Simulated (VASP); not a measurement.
# ZrC in VASP: a series of runs

Runs on ZrC. Level: PBE. Tasks: single point.

All numbers are computed with VASP 6.6.1; they aren't measurements. Logs are shortened: lines on timing, memory, paths and dates and some standing lists are left out, and cuts for length are marked.

## Step 1: The cell of the first run

It takes space group Fm-3m (No. 225, cubic). The conventional cell has a = 4.730 Å, b = 4.730 Å, c = 4.730 Å, α = 90.00°, β = 90.00°, γ = 90.00°. Within 3.1 Å of Zr (site symmetry m-3m) lie 6 C at 2.37 Å. C (site symmetry m-3m) has 6 Zr at 2.37 Å within 3.1 Å.

## Step 2: Single point, PBE

INCAR reads:

```
SYSTEM = ZrC
PREC = Accurate ; ENCUT = 600
EDIFF = 1E-6 ; ISMEAR = 0
SIGMA = 0.05 ; LREAL = .False.
LASPH = .True. ; NELM = 120
ALGO = Normal ; ISIF = 2
LWAVE = .False. ; LCHARG = .True.
GGA = PE ; LELF = .True.
LVHAR = .True. ; NBANDS = 15
GGA_COMPAT = .False.
```

KPOINTS reads:

```
regular mesh
0
Gamma
  9 9 9
  0 0 0
```

POSCAR reads:

```
ZrC
1.0
    0.0000000000      2.3650000000      2.3650000000
    2.3650000000      0.0000000000      2.3650000000
    2.3650000000      2.3650000000      0.0000000000
Zr C
1 1
Direct
    0.5000000000      0.5000000000      0.5000000000
    0.0000000000      0.0000000000      0.0000000000
```

Potentials or basis: VASP PAW PBE potentials, release 64 (Zr_sv, C).

Command:

```
$ cat potpaw_PBE.64/Zr_sv/POTCAR potpaw_PBE.64/C/POTCAR > POTCAR
$ mpirun -np 1 vasp_std > vasp.out
```

OUTCAR:

```text
SYSTEM = ZrC
   PREC = Accurate
   ENCUT = 600
   EDIFF = 1E-6
   ISMEAR = 0
   LREAL = .False.
   LASPH = .True.
   NELM = 120
   ISIF = 2
   GGA = PE

 ion  position               nearest neighbor table
   1  0.500  0.500  0.500-   2 2.37   2 2.37   2 2.37   2 2.37   2 2.37   2 2.37
   2  0.000  0.000  0.000-   1 2.37   1 2.37   1 2.37   1 2.37   1 2.37   1 2.37

  LATTYP: Found a face centered cubic cell.
 ALAT       =     4.7300000000

  Lattice vectors:

 A1 = (   0.0000000000,   2.3650000000,   2.3650000000)
 A2 = (   2.3650000000,   0.0000000000,   2.3650000000)
 A3 = (   2.3650000000,   2.3650000000,   0.0000000000)

Analysis of symmetry for initial positions (statically):
=====================================================================
 Subroutine PRICEL returns:
 Original cell was already a primitive cell.

 Routine SETGRP: Setting up the symmetry group for a
 face centered cubic supercell.

 Subroutine GETGRP returns: Found 48 space group operations
 (whereof 48 operations were pure point group operations)
 out of a pool of 48 trial point group operations.

The static configuration has the point symmetry O_h .

Analysis of symmetry for dynamics (positions and initial velocities):
=====================================================================
 Subroutine PRICEL returns:
 Original cell was already a primitive cell.

 Routine SETGRP: Setting up the symmetry group for a
 face centered cubic supercell.

 Subroutine GETGRP returns: Found 48 space group operations
 (whereof 48 operations were pure point group operations)
 out of a pool of 48 trial point group operations.

The dynamic configuration has the point symmetry O_h .

 Subroutine INISYM returns: Found 48 space group operations
 (whereof 48 operations are pure point group operations),
 and found     1 'primitive' translations

----------------------------------------------------------------------------------------

                                     Primitive cell

  volume of cell :      26.4560

  direct lattice vectors                    reciprocal lattice vectors
     0.000000000  2.365000000  2.365000000    -0.211416490  0.211416490  0.211416490
     2.365000000  0.000000000  2.365000000     0.211416490 -0.211416490  0.211416490
     2.365000000  2.365000000  0.000000000     0.211416490  0.211416490 -0.211416490

  length of vectors
     3.344615075  3.344615075  3.344615075     0.366184103  0.366184103  0.366184103

  position of ions in fractional coordinates (direct lattice)
[... 83 lines left out ...]
   IBRION =     -1    ionic relax: 0-MD 1-quasi-New 2-CG
   NFREE  =      0    steps in history (QN), initial steepest desc. (CG)
   ISIF   =      2    stress and relaxation
   ISYM   =      2    0-nonsym 1-usesym 2-fastsym
   POTIM  = 0.5000    time-step for ionic-motion
   TEBEG  =    0.0;   TEEND  =   0.0 temperature during run
   PSTRESS=    0.0 pullay stress
   NELECT =      16.0000    total number of electrons
   NUPDOWN=      -1.0000    fix difference up-down
   EMIN   =  10.00;   EMAX   =-10.00  energy-range for DOS
   EFERMI =   0.00;   METHOD = LEGACY
   ISMEAR =     0;   SIGMA  =   0.05  broadening in eV -4-tet -1-fermi 0-gaus
   EFERMI_NEDOS =   21; number of points for ismear=-14 and -15
   IALGO  =     38    algorithm
   IMIX   =      4    mixing-type and parameters
     AMIX     =   0.40;   BMIX     =  1.00
     AMIX_MAG =   1.60;   BMIX_MAG =  1.00
  volume/ion in A,a.u.               =      13.23        89.27
  Fermi-wavevector in a.u.,A,eV,Ry     =   1.384439  2.616209 26.077880  1.916670
  Thomas-Fermi vector in A             =   2.508943
   LORBIT       =      0    0 simple, 1 ext, 2 COOP (PROOUT), +10 PAW based schemes
   GGA     = PE    functional components
   LHFCALC =     F    Hartree Fock is set to
   AEXX    =    0.0000 exact exchange contribution
   IVDW    =     0    specifies the selected vdW correction
   LEPSILON=     F    determine dielectric tensor
   LRPA    =     F    only Hartree local field effects (RPA)
 non-spin polarized calculation
 Gauss-broadening in eV      SIGMA  =   0.05
  energy-cutoff  :      600.00
  volume of cell :       26.46
 maximum number of plane-waves:       899
   NGX = 13   NGY = 13   NGZ = 13

 number of electron      16.0000000 magnetization

 Free energy of the ion-electron system (eV)
  ---------------------------------------------------
  ext. energy  EPLUGINS =         0.00000000
  ---------------------------------------------------
  free energy    TOTEN  =       -19.45783070 eV

  energy without entropy =      -19.45706545  energy(sigma->0) =      -19.45744808

 E-fermi :   9.3964     XC(G=0): -12.0404

 val. band max:        9.3903051842   @ k =   0.4444   0.4444   0.0000
 cond. band min:       9.4284354788   @ k =   0.1111   0.1111   0.0000
 fundamental gap:      0.0381302946
 Fermi energy:         9.3963529210

 k-point     1 :       0.0000    0.0000    0.0000
  band No.  band energies     occupation
      1     -38.7817      2.00000
      2     -16.5042      2.00000
      3     -16.5042      2.00000
      4     -16.5042      2.00000
      5      -1.8418      2.00000
      6      10.3284      0.00000
      7      10.3284      0.00000
      8      10.3284      0.00000
      9      10.4841      0.00000
     10      10.4841      0.00000
     11      10.4841      0.00000
     12      12.1550      0.00000
     13      12.1550      0.00000
     14      16.4921      0.00000
[... 401 lines left out ...]
      2     -17.1698      2.00000
      3     -16.7613      2.00000
      4     -16.7613      2.00000
      5      -0.6289      2.00000
      6       7.1097      2.00000
      7       7.7565      2.00000
      8       9.3903      1.13583
      9       9.3903      1.13582
     10      13.6896      0.00000
     11      14.9375      0.00000
     12      14.9375      0.00000
     13      17.1839      0.00000
     14      19.7575      0.00000
     15      21.4653      0.00000

 [... further k-points ...]
[... 5 lines left out ...]
  --------------------------------------------------------------------------------------
  -------------------------------------------------------------------------------------
  Total       -0.4564570     -0.4564570     -0.4564570      0.0000000      0.0000000     -0.0000000
  in kB      -27.6431173    -27.6431173    -27.6431173      0.0000000      0.0000000     -0.0000000
  external PRESSURE =     -27.6431173 kB  Pullay stress =       0.0000000 kB

 VOLUME and BASIS-vectors are now :
 -----------------------------------------------------------------------------
  energy-cutoff  :      600.00
  volume of cell :       26.46
      direct lattice vectors                 reciprocal lattice vectors
     0.000000000  2.365000000  2.365000000    -0.211416490  0.211416490  0.211416490
     2.365000000  0.000000000  2.365000000     0.211416490 -0.211416490  0.211416490
     2.365000000  2.365000000  0.000000000     0.211416490  0.211416490 -0.211416490

 POSITION                                       TOTAL-FORCE (eV/Angst)
 -----------------------------------------------------------------------------------
      2.36500      2.36500      2.36500        -0.000000     -0.000000      0.000000
      0.00000      0.00000      0.00000         0.000000      0.000000     -0.000000
 -----------------------------------------------------------------------------------
    total drift:                                0.000000      0.000000      0.000000

  FREE ENERGIE OF THE ION-ELECTRON SYSTEM (eV)
  ---------------------------------------------------
  free  energy   TOTEN  =       -19.4578307008 eV

  energy  without entropy=      -19.4570654522  energy(sigma->0) =      -19.45744808
```

stdout:

```text
POSCAR found type information on POSCAR ZrC
 POSCAR found :  2 types and       2 ions
 scaLAPACK will be used
 LDA part: xc-table for (Slater+PW92), standard interpolation
 POSCAR, INCAR and KPOINTS ok, starting setup
 FFT: planning ... GRIDC
 FFT: planning ... GRID_SOFT
 FFT: planning ... GRID
 WAVECAR not read
 entering main loop
```

It took 37 s on 1 thread of Intel Xeon 8259CL, shared host; peak memory 0.16 GiB.

Results:

* Free energy: -19.4578 eV
* Pressure: -2.8 GPa
* Band gap on the k mesh: zero (bands 8 and 9 overlap by 1.27 eV)

## Step 3: Single point, PBE

INCAR reads:

```
SYSTEM = ZrC
ALGO = Normal
EDIFF = 1E-6
ENCUT = 600
GGA = PE
GGA_COMPAT = .False.
ISIF = 2
ISMEAR = 0
LASPH = .True.
LCHARG = .False.
LREAL = .False.
LWAVE = .False.
NBANDS = 15
NELM = 120
PREC = Accurate
SIGMA = 0.05
```

KPOINTS reads:

```
k-points
0
Gamma
  9 9 9
  0 0 0
```

POSCAR, as its differences from that of step 2:

```diff
@@ -9,2 +9,2 @@
     0.5000000000      0.5000000000      0.5000000000
-    0.0000000000      0.0000000000      0.0000000000
+    0.0021141649      0.0021141649     -0.0021141649
```

Potentials or basis: VASP PAW PBE potentials, release 64 (Zr_sv, C).

Command:

```
$ cat potpaw_PBE.64/Zr_sv/POTCAR potpaw_PBE.64/C/POTCAR > POTCAR
$ mpirun -np 1 vasp_std > vasp.out
```

OUTCAR:

```text
SYSTEM = ZrC
   EDIFF = 1E-6
   ENCUT = 600
   GGA = PE
   ISIF = 2
   ISMEAR = 0
   LASPH = .True.
   LREAL = .False.
   NELM = 120
   PREC = Accurate

 ion  position               nearest neighbor table
   1  0.500  0.500  0.500-   2 2.36   2 2.37   2 2.37   2 2.37   2 2.37   2 2.37
   2  0.002  0.002  0.998-   1 2.36   1 2.37   1 2.37   1 2.37   1 2.37   1 2.37

  LATTYP: Found a face centered cubic cell.
 ALAT       =     4.7300000000

  Lattice vectors:

 A1 = (   0.0000000000,   2.3650000000,   2.3650000000)
 A2 = (   2.3650000000,   0.0000000000,   2.3650000000)
 A3 = (   2.3650000000,   2.3650000000,   0.0000000000)

Analysis of symmetry for initial positions (statically):
=====================================================================
 Subroutine PRICEL returns:
 Original cell was already a primitive cell.

 Routine SETGRP: Setting up the symmetry group for a
 face centered cubic supercell.

 Subroutine GETGRP returns: Found  8 space group operations
 (whereof  8 operations were pure point group operations)
 out of a pool of 48 trial point group operations.

The static configuration has the point symmetry C_4v.

Analysis of symmetry for dynamics (positions and initial velocities):
[... 165 lines left out ...]

 k-point     1 :       0.0000    0.0000    0.0000
  band No.  band energies     occupation
      1     -38.7816      2.00000
      2     -16.5041      2.00000
      3     -16.5041      2.00000
      4     -16.5041      2.00000
      5      -1.8418      2.00000
      6      10.3096      0.00000
      7      10.3096      0.00000
      8      10.3252      0.00000
      9      10.4842      0.00000
     10      10.5032      0.00000
     11      10.5032      0.00000
     12      12.1550      0.00000
     13      12.1589      0.00000
     14      16.4917      0.00000
[... 401 lines left out ...]
      2     -16.9746      2.00000
      3     -16.6583      2.00000
      4     -16.6523      2.00000
      5      -0.3849      2.00000
      6       5.9715      2.00000
      7       7.8845      2.00000
      8       8.5646      2.00000
      9       9.7952      0.00000
     10      13.4006      0.00000
     11      14.2042      0.00000
     12      14.6467      0.00000
     13      16.5133      0.00000
     14      20.5309      0.00000
     15      23.4546      0.00000

 [... further k-points ...]
[... 5 lines left out ...]
  --------------------------------------------------------------------------------------
  -------------------------------------------------------------------------------------
  Total       -0.4572360     -0.4572360     -0.4525188      0.0000000      0.0000000      0.0000000
  in kB      -27.6902963    -27.6902963    -27.4046198      0.0000000      0.0000000      0.0000000
  external PRESSURE =     -27.5950708 kB  Pullay stress =       0.0000000 kB

 VOLUME and BASIS-vectors are now :
 -----------------------------------------------------------------------------
  energy-cutoff  :      600.00
  volume of cell :       26.46
      direct lattice vectors                 reciprocal lattice vectors
     0.000000000  2.365000000  2.365000000    -0.211416490  0.211416490  0.211416490
     2.365000000  0.000000000  2.365000000     0.211416490 -0.211416490  0.211416490
     2.365000000  2.365000000  0.000000000     0.211416490  0.211416490 -0.211416490

 POSITION                                       TOTAL-FORCE (eV/Angst)
 -----------------------------------------------------------------------------------
      2.36500      2.36500      2.36500         0.000000      0.000000      0.071186
      2.36500      2.36500      0.01000         0.000000      0.000000     -0.071186
 -----------------------------------------------------------------------------------
    total drift:                               -0.000000     -0.000000     -0.000018

  FREE ENERGIE OF THE ION-ELECTRON SYSTEM (eV)
  ---------------------------------------------------
  free  energy   TOTEN  =       -19.4574739953 eV

  energy  without entropy=      -19.4566984111  energy(sigma->0) =      -19.45708620
```

stdout:

```text
POSCAR found type information on POSCAR ZrC
 POSCAR found :  2 types and       2 ions
 scaLAPACK will be used
 LDA part: xc-table for (Slater+PW92), standard interpolation
 POSCAR, INCAR and KPOINTS ok, starting setup
 FFT: planning ... GRIDC
 FFT: planning ... GRID_SOFT
 FFT: planning ... GRID
 WAVECAR not read
 entering main loop
```

It took 69 s on 1 thread of Intel Xeon 8259CL, shared host; peak memory 0.18 GiB.

What came out:

```yaml
Free_energy: -19.4575 eV
Pressure: -2.8 GPa
Largest_force: 0.071 eV/Å
Band_gap_on_the_k_mesh: zero (bands 8 and 9 overlap by 1.26 eV)
```

Forces on the atoms (eV/Å):
```
Zr   0.000  0.000  0.071
C    0.000  0.000 -0.071
```

Levels at points of the mesh, in eV from the Fermi level:
| k point | band 5 | band 6 | band 7 | band 8 | band 9 | band 10 | band 11 | band 12 |
| --- | --- | --- | --- | --- | --- | --- | --- | --- |
| (0.00, 0.00, 0.00) | -11.24 | 0.91 | 0.91 | 0.93 | 1.09 | 1.11 | 1.11 | 2.76 |

## Step 4: Single point, PBE

INCAR reads:

```
SYSTEM = ZrC
PREC = Accurate ; ENCUT = 600
EDIFF = 1E-6 ; ISMEAR = 0
SIGMA = 0.05 ; LREAL = .False.
LASPH = .True. ; NELM = 120
ALGO = Normal ; ISIF = 2
LWAVE = .False. ; LCHARG = .False.
GGA = PE ; NBANDS = 15
GGA_COMPAT = .False.
```

KPOINTS reads:

```
Automatic mesh
0
Gamma
  9 9 9
  0 0 0
```

POSCAR, as its differences from that of step 3:

```diff
@@ -9,2 +9,2 @@
     0.5000000000      0.5000000000      0.5000000000
-    0.0021141649      0.0021141649     -0.0021141649
+   -0.0021141649     -0.0021141649      0.0021141649
```

Command:

```
$ cat potpaw_PBE.64/Zr_sv/POTCAR potpaw_PBE.64/C/POTCAR > POTCAR
$ mpirun -np 1 vasp_std > vasp.out
```

Wall time 71 s (1 thread of Intel Xeon 8259CL, shared host); peak memory 0.18 GiB.

Results (log left out):

* Free energy: -19.4575 eV
* Pressure: -2.8 GPa
* Largest force: 0.071 eV/Å
* Band gap on the k mesh: zero (bands 8 and 9 overlap by 1.26 eV)

Forces in eV/Å, atoms in the order of the input:
```
Zr   0.000  0.000 -0.071
C    0.000  0.000  0.071
```

Levels at points of the mesh, in eV from the Fermi level:
```
           k point  band 5  band 6  band 7  band 8  band 9  band 10  band 11  band 12
(0.00, 0.00, 0.00)  -11.24    0.91    0.91    0.93    1.09     1.11     1.11     2.76
```

The gap in the log of VASP goes by the Fermi energy; the results here count the filled bands.